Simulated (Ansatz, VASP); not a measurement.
C in VASP and in Ansatz

```
C
1.0
     1.39167    2.44487   -3.33730
     1.39167   -2.44487   -3.33730
    -2.84293    0.00000   -3.31411
C
8
Direct
  0.90895 0.42429 0.66662
  0.41662 0.91662 0.66662
  0.91662 0.91662 0.16662
  0.41662 0.41662 0.16662
  0.08338 0.58338 0.33338
  0.58338 0.08338 0.33338
  0.08338 0.08338 0.83338
  0.58338 0.58338 0.83338
```

Alike in both runs: task single point; functional LDA; k mesh 8 × 8 × 8; occupations gaussian, width 0.05 eV; no spin polarisation.

```csv
,VASP,Ansatz
version,VASP 6.6.1,Ansatz 0.2.0
potentials or method,"VASP PAW LDA potentials, release 64 (C), cutoff 520 eV","scalar-relativistic, plane waves, PAW"
valence electrons in the cell,32,32
```

|  | VASP | Ansatz | Ansatz less VASP |
| --- | --- | --- | --- |
| gap on the k mesh at the Fermi level (eV) | 0.32 | 0.32 | +0.003 |
| least direct gap on the mesh (eV) | 0.32 | 0.32 | +0.003 |
| pressure (GPa) | 1.0 | 0.2 | -0.82 |
| traceless stress, the component that is largest in VASP (GPa) | 1.17 | 1.16 | -0.006 |
| rms of the force components (eV/Å) | 0.581 | 0.582 | +0.0008 |

LDA's correlation is that of Perdew and Zunger in VASP and of Perdew and Wang (1992) in Ansatz. Atom by atom the forces differ by 0.001 eV/Å (rms over components).
